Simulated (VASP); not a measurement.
Set up this calculation in VASP 6.6.1, as the native input.

```
Task                   : single point
Functional             : PBE
Potentials or basis    : VASP PAW PBE potentials, release 64 (Au)
Cutoff                 : 520 eV
k mesh                 : 15 × 15 × 8
Occupations            : fermi-dirac, width 0.08 eV
Spin                   : no spin polarisation
Dipole correction      : no
Further INCAR settings : ALGO = Normal; EDIFF = 1e-07; NBANDS = 18
```

The structure of Au lies in POSCAR:

```
Au
1.0
    2.6616168662      0.0000000000      0.0000000000
   -1.3308084331      2.3050278213      0.0000000000
    0.0000000000      0.0000000000      4.3996523055
Au
2
Direct
    0.3333333333      0.6666666667      0.2500000000
    0.6666666667      0.3333333333      0.7500000000
```

This cell differs from its parent crystal: volume scaled by 0.75.

One way to write it, as run:

INCAR

```
SYSTEM = Au
  ALGO = Normal
  EDIFF = 1E-7
  ENCUT = 520
  GGA = PE
  ISIF = 2
  ISMEAR = -1
  LASPH = .TRUE.
  LCHARG = .FALSE.
  LREAL = .FALSE.
  LWAVE = .FALSE.
  NBANDS = 18
  NELM = 80
  PREC = Accurate
  SIGMA = 0.08
```

KPOINTS

```
k-points
0
G
  15 15 8
  0 0 0
```

Potentials or basis: VASP PAW PBE potentials, release 64 (Au).

The run is started by

```bash
$ cat potpaw_PBE.64/Au/POTCAR > POTCAR
$ mpirun -np 1 vasp_std > vasp.out
```

Results of the run:

The pressure is 90.9 GPa and the band gap on the k mesh is zero (band 11 reaches 19.21 eV, above the bottom of band 12 at 10.74 eV).

Caveat: spin-orbit coupling is left out, which moves the levels of the heavy elements.

Wall time 36 s on 1 thread of Intel(R) Xeon(R) Platinum 8259CL CPU @ 2.50GHz (Skylake/Cascade Lake), with other jobs on the host, peak memory 0.18 GiB.
